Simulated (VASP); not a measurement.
Set up this calculation in VASP 6.6.1, as the native input.

```yaml
Task: single point
Functional: PBEsol
Potentials_or_basis: VASP PAW PBE potentials, release 64 (C, Li_sv)
Cutoff: 520 eV
k_mesh: 2 × 2 × 1
Occupations: gaussian, width 0.02 eV
Spin: collinear spin, zero start
Starting_moments: "[0.0, 0.0, 0.0, 0.0, 0.0, 0.0, 0.0, 0.0, 0.0, 0.0, 0.0, 0.0, 0.0, 0.0, 0.0, 0.0, 0.0, 0.0, 0.0] μB"
Dipole_correction: no
Further_INCAR_settings: LREAL = Auto; ALGO = Normal; EDIFF = 1e-06; NBANDS = 56
```

The structure of LiC18 lies in POSCAR:

```
LiC18
1.0
    7.3980000000      0.0000000000      0.0000000000
   -3.6990000000      6.4068560000      0.0000000000
    0.0000000000      0.0000000000     13.0000000000
C Li
18 1
Direct
   -0.0013623963     -0.0040781313      0.0781882308
    0.2203729671      0.1060354720      0.0781214615
   -0.0023409678      0.3287595351      0.0782081538
    0.2197554249      0.4398041723      0.0771250769
   -0.0013489679      0.6625875468      0.0782223846
    0.2203859988      0.7741864340      0.0783263846
    0.3319927303     -0.0040796921      0.0781898462
    0.5541991584      0.1070225396      0.0782031538
    0.3314220262      0.3281322383      0.0769844615
    0.5547616943      0.4398029236      0.0770548462
    0.3314321103      0.6631332123      0.0773226923
    0.5547482414      0.7747854798      0.0773886154
    0.6657981186     -0.0031126031      0.0783650000
    0.8875324040      0.1070242565      0.0782145385
    0.6658125969      0.3287576621      0.0781638462
    0.8875468550      0.4403802739      0.0781843846
    0.6664192440      0.6631358657      0.0772600769
    0.8885171475      0.7741889314      0.0782900769
    0.4424986727      0.5497005083      0.2043410769
```

One way to write it, as run:

INCAR

```
SYSTEM = LiC18
  ALGO = Normal
  EDIFF = 1E-6
  ENCUT = 520
  GGA = PS
  ISIF = 2
  ISMEAR = 0
  ISPIN = 2
  LASPH = .True.
  LCHARG = .False.
  LORBIT = 11
  LREAL = Auto
  LWAVE = .False.
  MAGMOM = 0 0 0 0 0 0 0 0 0 0 0 0 0 0 0 0 0 0 0
  NBANDS = 56
  NELM = 150
  PREC = Accurate
  SIGMA = 0.02
```

KPOINTS

```
k-points
0
Gamma
  2 2 1
  0 0 0
```

Potentials or basis: VASP PAW PBE potentials, release 64 (C, Li_sv).

The run is started by

```sh
$ cat potpaw_PBE.64/C/POTCAR potpaw_PBE.64/Li_sv/POTCAR > POTCAR
$ mpirun -np 1 vasp_std > vasp.out
```

Results of the run:

```json
{
 "Largest force": "0.051 eV/Å",
 "Net moment": "0.00 μB per cell",
 "Valence electrons inside the program's atomic spheres": "C 2.65; Li 2.07"
}
```

Caveat: the k points lie up to 0.49 Å⁻¹ apart; there is no dipole correction, which matters where the two faces differ; no moment was typed at the start, so none could form; the PAW data sets were made with another functional, which shifts forces and pressure a little.

It took 12 min on 1 thread of AMD EPYC 7R13 Processor (Zen 3), with other jobs on the host, peak memory 0.88 GiB.
